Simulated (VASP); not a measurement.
Re, 2 atoms in the cell. The structure is hexagonal, space group P6_3/mmc (No. 194). The conventional cell has a = 2.750 Å, b = 2.750 Å, c = 4.491 Å, α = 90.00°, β = 90.00°, γ = 120.00°. Within 3.6 Å of Re (site symmetry -6m2) lie 12 Re at 2.75 Å. 

* Program: VASP 6.6.1
* Task: relaxation of cell and atoms
* Functional: PBE
* Potentials or basis: VASP PAW PBE potentials, release 64 (Re)
* Cutoff: 600 eV
* k mesh: 10 × 10 × 6
* Occupations: fermi-dirac, width 0.05 eV
* Spin: no spin polarisation
* Target pressure: 60 GPa
* Dipole correction: no
* Further INCAR settings: ALGO = Normal; EDIFF = 1e-07; IBRION = 2; EDIFFG = -0.03; NSW = 80; ISIF = 3

Potentials or basis: VASP PAW PBE potentials, release 64 (Re).

Run with:

```sh
$ cat potpaw_PBE.64/Re/POTCAR > POTCAR
$ mpirun -np 1 vasp_std > vasp.out
```

Hardware: 1 thread of AMD EPYC 7R13 Processor (Zen 3) (shared host).

Question: Estimate the wall time of this run.

Answer: Run time: 2.7 min on 1 thread of AMD EPYC 7R13 Processor (Zen 3), on a shared host, peak memory 0.15 GiB. Counts: scf iterations 82, k points 56, ion steps 10.
